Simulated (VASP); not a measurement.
P, 1 atom in the cell. It takes space group Im-3m (No. 229, cubic). The conventional cell has a = 3.123 Å, b = 3.123 Å, c = 3.123 Å, α = 90.00°, β = 90.00°, γ = 90.00°. P (site symmetry m-3m) has 14 P at 2.70 to 3.12 Å within 3.6 Å. This isn't the form of P at room conditions, which is orthorhombic.

```yaml
Program: VASP 6.6.1
Task: relaxation of cell and atoms
Functional: r2SCAN
Potentials_or_basis: VASP PAW PBE potentials, release 64 (P)
Cutoff: 600 eV
k_mesh: 14 × 14 × 14
Occupations: fermi-dirac, width 0.1 eV
Spin: no spin polarisation
Dipole_correction: no
Further_INCAR_settings: ALGO = Normal; EDIFF = 1e-07; IBRION = 2; EDIFFG = -0.01; NSW = 80; ISIF = 3
```

Potentials or basis: VASP PAW PBE potentials, release 64 (P).

Command:

```bash
$ cat potpaw_PBE.64/P/POTCAR > POTCAR
$ cp INCAR.step1 INCAR
$ mpirun -np 1 vasp_std > vasp.out
$ cp INCAR.step2 INCAR
$ mpirun -np 1 vasp_std > vasp.out
```

Hardware: 1 thread of Intel(R) Xeon(R) 6975P-C (Granite Rapids) (shared host).

Problem. Estimate the wall time of this run.

Solution. It took 37 s on 1 thread of Intel(R) Xeon(R) 6975P-C (Granite Rapids) (shared host), peak memory 0.14 GiB. Counts: k points 104, ion steps 3.
